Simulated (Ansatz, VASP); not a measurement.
**ZnO in VASP and in Ansatz**

POSCAR

```
ZnO
1.0
    0.0754600268      2.1469243276      2.1469243276
    2.1469243276      0.0754600268      2.1469243276
    2.1469243276      2.1469243276      0.0754600268
Zn O
1 1
Direct
    0.0000000000      0.0000000000      0.0000000000
    0.5000000000      0.5000000000      0.5000000000
```

Contents of INCAR.step1:

```
PREC     = Accurate       # precision mode
ENCUT    = 910            # plane-wave cutoff, eV
ISMEAR   = 0              # smearing method
SIGMA    = 0.01           # smearing width, eV
LREAL    = F              # projectors in reciprocal space
LASPH    = T              # aspherical terms in the spheres
NELM     = 120            # most SCF steps
NBANDS   = 16             # bands
GGA      = PE             # functional
ALGO     = Normal         # electronic algorithm
EDIFF    = 1E-5           # SCF threshold, eV
LWAVE    = T              # write WAVECAR
LCHARG   = F              # write CHGCAR
GGA_COMPAT= F
```

Contents of INCAR.step2:

```
PREC     = Accurate       # precision mode
ENCUT    = 910            # plane-wave cutoff, eV
EDIFF    = 1E-6           # SCF threshold, eV
ISMEAR   = 0              # smearing method
SIGMA    = 0.01           # smearing width, eV
LREAL    = F              # projectors in reciprocal space
LASPH    = T              # aspherical terms in the spheres
NELM     = 120            # most SCF steps
ALGO     = Normal         # electronic algorithm
ISIF     = 2              # what is computed and relaxed
LWAVE    = F              # write WAVECAR
LCHARG   = F              # write CHGCAR
METAGGA  = R2SCAN         # meta-GGA
LMIXTAU  = T            
NBANDS   = 16             # bands
ISTART   = 1            
GGA_COMPAT= F
```

Contents of KPOINTS:

```
regular mesh
0
Gamma
  10 10 10
```

Input for Ansatz:

```yaml
crystal:
  lattice:
    - [0.0754600268, 2.1469243276, 2.1469243276]
    - [2.1469243276, 0.0754600268, 2.1469243276]
    - [2.1469243276, 2.1469243276, 0.0754600268]
  atoms:
    - { symbol: Zn, position: [0.0, 0.0, 0.0] }
    - { symbol: O, position: [0.5, 0.5, 0.5] }
kpoints:
  mp_grid: { grid: [10, 10, 10] }
  band_path:
    path:
      - [0.0, 0.0, 0.0]
      - [0.5, 0.0, 0.5]
      - [0.625, 0.25, 0.625]
      - [0.375, 0.375, 0.75]
      - [0.5, 0.5, 0.5]
      - [0.5, 0.25, 0.75]
    npoints: 1
hamiltonian:
  xc: r2scan
scf:
  occupations: { method: fixed }
  n_extra_bands: 4
output:
  forces: true
  stress: true
  eigenvalues: true
```

Change from the starting cell: epitaxial_111 strain -2.9%.

Alike in both runs: task single point; functional r2SCAN; k mesh 10 × 10 × 10; no spin polarisation.

|  | VASP | Ansatz |
| --- | --- | --- |
| version | VASP 6.6.1 | Ansatz 0.2.0 |
| potentials or method | VASP PAW PBE potentials, release 64 (Zn, O_h) | plane waves, PAW |
| plane-wave cutoff (eV) | 910 | 500 |
| occupations | gaussian, width 0.01 eV | fixed |
| valence electrons in the cell | 18 | 18 |

```tsv
	VASP	Ansatz	Ansatz less VASP
gap on the k mesh at the Fermi level (eV)	1.65	1.67	+0.018
```

VASP's potentials were made for PBE, not for r2SCAN.

Noted on VASP's run: the cutoff is short for stress, so the pressure is rough.
